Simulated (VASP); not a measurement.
## WC: single point with PBEsol

Crystal: WC.

```xyz
2
Lattice="2.8985 0.0000 0.0000 -1.4492 2.5102 0.0000 0.0000 0.0000 2.7005" Properties=species:S:1:pos:R:3 pbc="T T T"
W     0.0000    0.0000    0.0000
C     1.4492    0.8367    1.3503
```

This cell differs from its parent crystal: strain along c alone, the other axes held: -4.5 %.

```json
{
  "Program": "VASP 6.6.1",
  "Task": "single point",
  "Functional": "PBEsol",
  "Potentials or basis": "VASP PAW PBE potentials, release 64 (W_sv, C)",
  "Cutoff": "520 eV",
  "k mesh": "24 × 24 × 18",
  "Occupations": "gaussian, width 0.1 eV",
  "Spin": "no spin polarisation"
}
```

```yaml
Pressure: 25.4 GPa
Band_gap_on_the_k_mesh: zero (band 9 reaches 12.64 eV, above the bottom of band 10 at 11.12 eV)
```

Stress tensor (GPa, compression positive):
```
11.44  0.00  0.00
 0.00 11.44  0.00
 0.00  0.00 53.43
```

Levels at points of the mesh, in eV from the Fermi level:
| k point | band 7 | band 8 | band 9 | band 10 | band 11 | band 12 |
| --- | --- | --- | --- | --- | --- | --- |
| (0.00, 0.00, 0.00) | -3.96 | -3.96 | 0.57 | 3.58 | 3.58 | 6.13 |
| (0.50, 0.00, 0.00) | -3.93 | -3.33 | -0.82 | 2.71 | 4.51 | 4.68 |
| (0.00, 0.00, 0.50) | -2.67 | -2.67 | -0.67 | -0.67 | 4.36 | 4.36 |
| (0.50, 0.00, 0.50) | -5.01 | -4.20 | 0.45 | 4.47 | 5.97 | 7.11 |

It took 95 s on 1 thread of Intel(R) Xeon(R) Platinum 8259CL CPU @ 2.50GHz (Skylake/Cascade Lake) (shared host), peak memory 0.3 GiB.

Caveat: the cell differs from its parent crystal (strain along c alone, the other axes held: -4.5 %); the PAW data sets were made with another functional, which shifts forces and pressure a little; spin-orbit coupling is left out, which moves the levels of the heavy elements.
